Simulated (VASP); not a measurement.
# Al2O3 (P-3m1) in VASP: single point with PBEsol

Aim: the single point of Al2O3 with PBEsol.

All numbers are computed with VASP 6.6.1; they aren't measurements. Logs are shortened: lines on timing, memory, paths and dates and some standing lists are left out, and cuts for length are marked.

### Step 1. The cell of the first run

It takes space group P-3m1 (No. 164, trigonal). Conventional cell: a = 3.017 Å, b = 3.017 Å, c = 7.575 Å, α = 90.00°, β = 90.00°, γ = 120.00°. Al (site symmetry 3m) has 4 O at 1.68 to 1.84 Å within 2.2 Å. O (site symmetry 3m) has 3 Al at 1.84 Å within 2.4 Å. Within 2.2 Å of O (site symmetry -3m) lie 2 Al at 1.68 Å.

### Step 2. Single point, PBEsol

File INCAR:

```
SYSTEM = Al2O3
PREC = Accurate ; ENCUT = 520
EDIFF = 1E-6 ; ISMEAR = 0
SIGMA = 0.01 ; LREAL = .FALSE.
LASPH = .TRUE. ; NELM = 100
ALGO = Normal ; ISIF = 2
LWAVE = .FALSE. ; LCHARG = .FALSE.
GGA = PS ; NBANDS = 20
```

File KPOINTS:

```
Automatic mesh
0
G
  7 7 3
  0 0 0
```

File POSCAR:

```
Al2O3
1.0
    3.0174830000      0.0000000000      0.0000000000
   -1.5087410000      2.6132170000      0.0000000000
    0.0000000000      0.0000000000      7.5746360000
Al O
2 3
Direct
    0.0000000000      0.0000000000      0.2779510000
    0.0000000000      0.0000000000      0.7220490000
    0.3333330000      0.6666670000      0.1994540000
    0.6666670000      0.3333330000      0.8005460000
    0.0000000000      0.0000000000      0.5000000000
```

Potentials or basis: VASP PAW PBE potentials, release 64 (Al, O).

Started as:

```bash
cat potpaw_PBE.64/Al/POTCAR potpaw_PBE.64/O/POTCAR > POTCAR
mpirun -np 1 vasp_std > vasp.out
```

OUTCAR:

```text
SYSTEM = Al2O3
   PREC = Accurate
   ENCUT = 520
   EDIFF = 1E-6
   ISMEAR = 0
   LREAL = .FALSE.
   LASPH = .TRUE.
   NELM = 100
   ISIF = 2
   GGA = PS

 ion  position               nearest neighbor table
   1  0.000  0.000  0.278-   5 1.68   3 1.84   3 1.84   3 1.84   2 3.36
   2  0.000  0.000  0.722-   5 1.68   4 1.84   4 1.84   4 1.84   1 3.36
   3  0.333  0.667  0.199-   1 1.84   1 1.84   1 1.84
   4  0.667  0.333  0.801-   2 1.84   2 1.84   2 1.84
   5  0.000  0.000  0.500-   1 1.68   2 1.68

  LATTYP: Found a hexagonal cell.
 ALAT       =     3.0174830000
 C/A-ratio  =     2.5102497678

  Lattice vectors:

 A1 = (   3.0174830000,   0.0000000000,   0.0000000000)
 A2 = (  -1.5087410000,   2.6132170000,   0.0000000000)
 A3 = (   0.0000000000,   0.0000000000,   7.5746360000)

Analysis of symmetry for initial positions (statically):
=====================================================================
 Subroutine PRICEL returns:
 Original cell was already a primitive cell.

 Routine SETGRP: Setting up the symmetry group for a
 hexagonal supercell.

 Subroutine GETGRP returns: Found 12 space group operations
 (whereof 12 operations were pure point group operations)
 out of a pool of 24 trial point group operations.

The static configuration has the point symmetry D_3d.

Analysis of symmetry for dynamics (positions and initial velocities):
=====================================================================
 Subroutine PRICEL returns:
 Original cell was already a primitive cell.

 Routine SETGRP: Setting up the symmetry group for a
 hexagonal supercell.

 Subroutine GETGRP returns: Found 12 space group operations
 (whereof 12 operations were pure point group operations)
 out of a pool of 24 trial point group operations.

The dynamic configuration has the point symmetry D_3d.

 Subroutine INISYM returns: Found 12 space group operations
 (whereof 12 operations are pure point group operations),
 and found     1 'primitive' translations

----------------------------------------------------------------------------------------

                                     Primitive cell

  volume of cell :      59.7286

  direct lattice vectors                    reciprocal lattice vectors
     3.017483000  0.000000000  0.000000000     0.331402033  0.191334985  0.000000000
    -1.508741000  2.613217000  0.000000000     0.000000000  0.382670096  0.000000000
     0.000000000  0.000000000  7.574636000     0.000000000  0.000000000  0.132019545

  length of vectors
     3.017483000  3.017482808  7.574636000     0.382670072  0.382670096  0.132019545

  position of ions in fractional coordinates (direct lattice)
     0.000000000  0.000000000  0.277951000
     0.000000000  0.000000000  0.722049000
     0.333333000  0.666667000  0.199454000
     0.666667000  0.333333000  0.800546000
     0.000000000  0.000000000  0.500000000

  ion indices of the primitive-cell ions
   primitive index   ion index
                 1           1
                 2           2
                 3           3
                 4           4
                 5           5

----------------------------------------------------------------------------------------

 KPOINTS: Automatic mesh

Automatic generation of k-mesh.
 Grid dimensions read from file:
 generate k-points for:    7    7    3

 Generating k-lattice:

  Cartesian coordinates                     Fractional coordinates (reciprocal lattice)
     0.047343148  0.027333569  0.000000000     0.142857143  0.000000000  0.000000000
     0.000000000  0.054667157  0.000000000     0.000000000  0.142857143  0.000000000
     0.000000000  0.000000000  0.044006515     0.000000000  0.000000000  0.333333333

  Length of vectors
     0.054667153  0.054667157  0.044006515

  Shift w.r.t. Gamma in fractional coordinates (k-lattice)
     0.000000000  0.000000000  0.000000000

 Subroutine IBZKPT returns following result:
 ===========================================

 Found     20 irreducible k-points:

 Following reciprocal coordinates:
            Coordinates               Weight
  0.000000  0.000000  0.000000      1.000000
  0.142857  0.000000  0.000000      6.000000
  0.285714  0.000000  0.000000      6.000000
  0.428571  0.000000  0.000000      6.000000
  0.142857  0.142857  0.000000      6.000000
  0.285714  0.142857  0.000000     12.000000
[... 12 lines left out ...]
  0.428571  0.142857  0.333333     12.000000
  0.285714  0.285714  0.333333     12.000000
   k-points           NKPTS =     20   k-points in BZ     NKDIM =     20   number of bands    NBANDS=     20
   number of dos      NEDOS =    301   number of ions     NIONS =      5
   total plane-waves  NPLWV =  32256
   dimension x,y,z NGX =    24 NGY =   24 NGZ =   56
   dimension x,y,z NGXF=    48 NGYF=   48 NGZF=  112
   ions per type =               2   3
   NGX,Y,Z   is equivalent  to a cutoff of  13.22, 13.22, 12.29 a.u.
   NGXF,Y,Z  is equivalent  to a cutoff of  26.45, 26.45, 24.58 a.u.
 SYSTEM =  Al2O3
   PREC   = accura    normal or accurate (medium, high low for compatibility)
   ISTART =      0    job   : 0-new  1-cont  2-samecut
   ICHARG =      2    charge: 1-file 2-atom 10-const
   ISPIN  =      1    spin polarized calculation?
   LNONCOLLINEAR =      F non collinear calculations
   LSORBIT =      F    spin-orbit coupling
   LASPH  =      T    aspherical Exc in radial PAW
   ENCUT  =  520.0 eV  38.22 Ry    6.18 a.u.   5.61  5.61 14.08*2*pi/ulx,y,z
   NELM   =    100;   NELMIN=  2; NELMDL= -5     # of ELM steps
   EDIFF  = 0.1E-05   stopping-criterion for ELM
   LREAL  =      F    real-space projection
   EDIFFG = 0.1E-04   stopping-criterion for IOM
   NSW    =      0    number of steps for IOM
   IBRION =     -1    ionic relax: 0-MD 1-quasi-New 2-CG
   NFREE  =      0    steps in history (QN), initial steepest desc. (CG)
   ISIF   =      2    stress and relaxation
   ISYM   =      2    0-nonsym 1-usesym 2-fastsym
   POTIM  = 0.5000    time-step for ionic-motion
   TEBEG  =    0.0;   TEEND  =   0.0 temperature during run
   PSTRESS=    0.0 pullay stress
   NELECT =      24.0000    total number of electrons
   NUPDOWN=      -1.0000    fix difference up-down
   EMIN   =  10.00;   EMAX   =-10.00  energy-range for DOS
   EFERMI =   0.00;   METHOD = LEGACY
   ISMEAR =     0;   SIGMA  =   0.01  broadening in eV -4-tet -1-fermi 0-gaus
   EFERMI_NEDOS =   21; number of points for ismear=-14 and -15
   IALGO  =     38    algorithm
   IMIX   =      4    mixing-type and parameters
     AMIX     =   0.40;   BMIX     =  1.00
     AMIX_MAG =   1.60;   BMIX_MAG =  1.00
  volume/ion in A,a.u.               =      11.95        80.61
  Fermi-wavevector in a.u.,A,eV,Ry     =   1.208049  2.282882 19.856103  1.459382
  Thomas-Fermi vector in A             =   2.343668
   LORBIT       =      0    0 simple, 1 ext, 2 COOP (PROOUT), +10 PAW based schemes
   GGA     = PS    functional components
   LHFCALC =     F    Hartree Fock is set to
   AEXX    =    0.0000 exact exchange contribution
   IVDW    =     0    specifies the selected vdW correction
   LEPSILON=     F    determine dielectric tensor
   LRPA    =     F    only Hartree local field effects (RPA)
 non-spin polarized calculation
 Gauss-broadening in eV      SIGMA  =   0.01
  energy-cutoff  :      520.00
  volume of cell :       59.73
 maximum number of plane-waves:      1636
 NGX is ok and might be reduce to    24
   NGX = 11   NGY = 11   NGZ = 29

 number of electron      24.0000012 magnetization

 Free energy of the ion-electron system (eV)
  ---------------------------------------------------
  ext. energy  EPLUGINS =         0.00000000
  ---------------------------------------------------
  free energy    TOTEN  =       -37.72787934 eV

  energy without entropy =      -37.72787934  energy(sigma->0) =      -37.72787934

 E-fermi :   3.7886     XC(G=0):  -9.9413

 val. band max:        3.7451048460   @ k =   0.0000   0.0000   0.0000
 cond. band min:       5.9389983488   @ k =   0.0000   0.0000   0.0000
 fundamental gap:      2.1938935028
 Fermi energy:         3.7885981139

 k-point     1 :       0.0000    0.0000    0.0000
  band No.  band energies     occupation
      1     -15.8025      2.00000
      2     -15.6058      2.00000
      3     -13.0410      2.00000
      4      -2.1388      2.00000
      5      -0.7758      2.00000
      6       0.0127      2.00000
[... 12 lines left out ...]
     19      15.6969      0.00000
     20      16.0593      0.00000

 k-point     2 :       0.1429    0.0000    0.0000
  band No.  band energies     occupation
      1     -15.6462      2.00000
      2     -15.4680      2.00000
      3     -12.9594      2.00000
      4      -2.1048      2.00000
      5      -0.8533      2.00000
      6      -0.5986      2.00000
[... 12 lines left out ...]
     19      15.6886      0.00000
     20      16.1336      0.00000

 k-point     3 :       0.2857    0.0000    0.0000
  band No.  band energies     occupation
      1     -15.2627      2.00000
      2     -15.1397      2.00000
      3     -12.7746      2.00000
      4      -2.6603      2.00000
      5      -2.2128      2.00000
      6      -0.8710      2.00000
[... 12 lines left out ...]
     19      15.6485      0.00000
     20      16.8040      0.00000

 k-point     4 :       0.4286    0.0000    0.0000
  band No.  band energies     occupation
      1     -14.9065      2.00000
      2     -14.8615      2.00000
      3     -12.6282      2.00000
      4      -3.4476      2.00000
      5      -3.1716      2.00000
      6      -0.6602      2.00000
[... 12 lines left out ...]
     19      14.7489      0.00000
     20      16.7532      0.00000

 k-point     5 :       0.1429    0.1429    0.0000
  band No.  band energies     occupation
      1     -15.3751      2.00000
      2     -15.2339      2.00000
      3     -12.8258      2.00000
      4      -2.3624      2.00000
      5      -1.7515      2.00000
      6      -0.8703      2.00000
[... 12 lines left out ...]
     19      15.5526      0.00000
     20      16.6124      0.00000

 k-point     6 :       0.2857    0.1429    0.0000
  band No.  band energies     occupation
      1     -14.9988      2.00000
      2     -14.9232      2.00000
      3     -12.6589      2.00000
      4      -3.0374      2.00000
      5      -2.7189      2.00000
      6      -1.0532      2.00000
[... 12 lines left out ...]
     19      15.0883      0.00000
     20      16.3486      0.00000

 k-point     7 :       0.4286    0.1429    0.0000
  band No.  band energies     occupation
      1     -14.8032      2.00000
      2     -14.7881      2.00000
      3     -12.5859      2.00000
      4      -3.3700      2.00000
      5      -3.1245      2.00000
      6      -1.2468      2.00000
[... 12 lines left out ...]
     19      14.6427      0.00000
     20      16.2972      0.00000
[... 185 lines left out ...]
 k-point    16 :       0.1429    0.1429    0.3333
  band No.  band energies     occupation
      1     -15.3412      2.00000
      2     -15.2705      2.00000
      3     -12.8220      2.00000
      4      -2.3445      2.00000
      5      -1.7119      2.00000
      6      -1.1861      2.00000
[... 12 lines left out ...]
     19      16.3206      0.00000
     20      16.5815      0.00000

 k-point    17 :       0.2857    0.1429    0.3333
  band No.  band energies     occupation
      1     -14.9851      2.00000
      2     -14.9373      2.00000
      3     -12.6585      2.00000
      4      -3.0646      2.00000
      5      -2.6633      2.00000
      6      -1.1085      2.00000
[... 12 lines left out ...]
     19      15.4971      0.00000
     20      16.2902      0.00000

 k-point    18 :      -0.1429    0.4286    0.3333
  band No.  band energies     occupation
      1     -14.9761      2.00000
      2     -14.9466      2.00000
      3     -12.6578      2.00000
      4      -3.0894      2.00000
      5      -2.6417      2.00000
      6      -1.1192      2.00000
[... 12 lines left out ...]
     19      15.4257      0.00000
     20      16.1649      0.00000

 k-point    19 :       0.4286    0.1429    0.3333
  band No.  band energies     occupation
      1     -14.8070      2.00000
      2     -14.7840      2.00000
      3     -12.5861      2.00000
      4      -3.4441      2.00000
      5      -3.0368      2.00000
      6      -1.3105      2.00000
[... 12 lines left out ...]
     19      14.9452      0.00000
     20      16.1175      0.00000

 k-point    20 :       0.2857    0.2857    0.3333
  band No.  band energies     occupation
      1     -14.7665      2.00000
      2     -14.7521      2.00000
      3     -12.5650      2.00000
      4      -3.0241      2.00000
      5      -2.6646      2.00000
      6      -2.0215      2.00000
[... 12 lines left out ...]
     19      14.8270      0.00000
     20      15.4623      0.00000

------------------------ aborting loop because EDIFF is reached ----------------------------------------

  FORCE on cell =-STRESS in cart. coord.  units (eV):
  Direction    XX          YY          ZZ          XY          YZ          ZX
  --------------------------------------------------------------------------------------
  -------------------------------------------------------------------------------------
  Total       -1.4657731     -1.4657732     -0.9788858     -0.0000003      0.0000000      0.0000000
  in kB      -39.3183483    -39.3183503    -26.2579337     -0.0000075      0.0000000      0.0000000
  external PRESSURE =     -34.9648774 kB  Pullay stress =       0.0000000 kB

 VOLUME and BASIS-vectors are now :
 -----------------------------------------------------------------------------
  energy-cutoff  :      520.00
  volume of cell :       59.73
      direct lattice vectors                 reciprocal lattice vectors
     3.017483000  0.000000000  0.000000000     0.331402033  0.191334985  0.000000000
    -1.508741000  2.613217000  0.000000000     0.000000000  0.382670096  0.000000000
     0.000000000  0.000000000  7.574636000     0.000000000  0.000000000  0.132019545

 POSITION                                       TOTAL-FORCE (eV/Angst)
 -----------------------------------------------------------------------------------
      0.00000      0.00000      2.10538         0.000000      0.000000      0.092329
      0.00000      0.00000      5.46926         0.000000      0.000000     -0.092329
     -0.00000      1.74215      1.51079        -0.000000      0.000000      0.188055
      1.50874      0.87107      6.06384         0.000000      0.000000     -0.188055
      0.00000      0.00000      3.78732         0.000000      0.000000      0.000000
 -----------------------------------------------------------------------------------
    total drift:                                0.000000     -0.000000      0.000000

  FREE ENERGIE OF THE ION-ELECTRON SYSTEM (eV)
  ---------------------------------------------------
  free  energy   TOTEN  =       -37.7278793435 eV

  energy  without entropy=      -37.7278793435  energy(sigma->0) =      -37.72787934
```

Run time: 29 s. Hardware: 1 thread of AMD EPYC 7R43 (Zen 3), shared host; peak memory 0.14 GiB.

What came out:

* Free energy: -37.7279 eV
* Pressure: -3.5 GPa
* Largest force: 0.188 eV/Å
* Band gap on the k mesh: 2.19 eV, direct

Forces on the atoms (eV/Å):
```
Al   0.000  0.000  0.092
Al   0.000  0.000 -0.092
O    0.000  0.000  0.188
O    0.000  0.000 -0.188
O    0.000  0.000  0.000
```

Levels at points of the mesh, in eV from the valence-band top:
| k point | band 9 | band 10 | band 11 | band 12 | band 13 | band 14 | band 15 | band 16 |
| --- | --- | --- | --- | --- | --- | --- | --- | --- |
| (0.00, 0.00, 0.00) | -3.72 | -2.35 | 0.00 | 0.00 | 2.19 | 4.19 | 7.22 | 10.39 |

Caveat: the PAW data sets were made with another functional, which shifts forces and pressure a little. As with any semilocal functional, this PBEsol gap is likely too small.
